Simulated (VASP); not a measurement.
Write the native input for VASP 6.6.1 that does the following.

```yaml
Task: single point
Functional: PBE
Potentials_or_basis: VASP PAW PBE potentials, release 64 (Co, Si)
Cutoff: 520 eV
k_mesh: 10 × 10 × 10
Occupations: fermi-dirac, width 0.05 eV
Spin: collinear spin, ferromagnetic start
Starting_moments: "[2.0, 0.0] μB"
Dipole_correction: no
Further_INCAR_settings: ALGO = Normal; EDIFF = 1e-06; NBANDS = 18
```

The structure of CoSi lies in POSCAR:

```
CoSi
1.0
    2.7626667664      0.0000000000      0.0000000000
    0.0000000000      2.7626667664      0.0000000000
    0.0000000000      0.0000000000      2.7626667664
Co Si
1 1
Direct
    0.0000000000      0.0000000000      0.0000000000
    0.5000000000      0.5000000000      0.5000000000
```

The input as run:

INCAR

```
PREC = Accurate
ENCUT = 520
EDIFF = 1E-6
ISMEAR = -1
SIGMA = 0.05
LREAL = F
LASPH = T
NELM = 150
ALGO = Normal
ISIF = 2
LWAVE = F
LCHARG = F
ISPIN = 2
MAGMOM = 2 0
LORBIT = 11
LMAXMIX = 4
GGA = PE
NBANDS = 18
```

KPOINTS

```
Automatic mesh
0
Gamma
  10 10 10
```

Potentials or basis: VASP PAW PBE potentials, release 64 (Co, Si).

Command:

```sh
$ cat potpaw_PBE.64/Co/POTCAR potpaw_PBE.64/Si/POTCAR > POTCAR
$ mpirun -np 1 vasp_std > vasp.out
```

It gave:

| Item | Value |
| --- | --- |
| Pressure | 5.2 GPa |
| Net moment | 0.53 μB per cell |
| Site moments | Co +0.53; Si +0.01 μB |
| Valence electrons inside the program's atomic spheres | Co 8.66; Si 1.59 |

It took 35 s on 1 thread of Intel Xeon 6975P-C, on a shared host, peak memory 0.17 GiB.
